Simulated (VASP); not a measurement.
A run of VASP 6.6.1 is set up as follows.

File INCAR:

```
SYSTEM = GaAs
  PREC = Accurate
  ENCUT = 520
  EDIFF = 1E-7
  ISMEAR = 0
  SIGMA = 0.05
  LREAL = .FALSE.
  LASPH = .TRUE.
  NELM = 60
  ALGO = Normal
  ISIF = 2
  LWAVE = .FALSE.
  LCHARG = .TRUE.
  GGA = PE
  LELF = .TRUE.
  LVHAR = .TRUE.
  NBANDS = 16
```

KPOINTS

```
Automatic mesh
0
G
  10 10 10
  0 0 0
```

POSCAR

```
GaAs
1.0
    0.0000000000      2.8729907547      2.8729907547
    2.8729907547      0.0000000000      2.8729907547
    2.8729907547      2.8729907547      0.0000000000
Ga As
1 1
Direct
    0.0000000000      0.0000000000      0.0000000000
    0.2500000000      0.2500000000      0.2500000000
```

Potentials or basis: VASP PAW PBE potentials, release 64 (Ga_d, As).

Command:

```sh
$ cat potpaw_PBE.64/Ga_d/POTCAR potpaw_PBE.64/As/POTCAR > POTCAR
$ mpirun -np 1 vasp_std > vasp.out
```

Problem. What does it give for the band gap on the k mesh?

Solution. 0.16 eV, direct.

Problem. Predict the pressure.

Solution. 0.1 GPa.
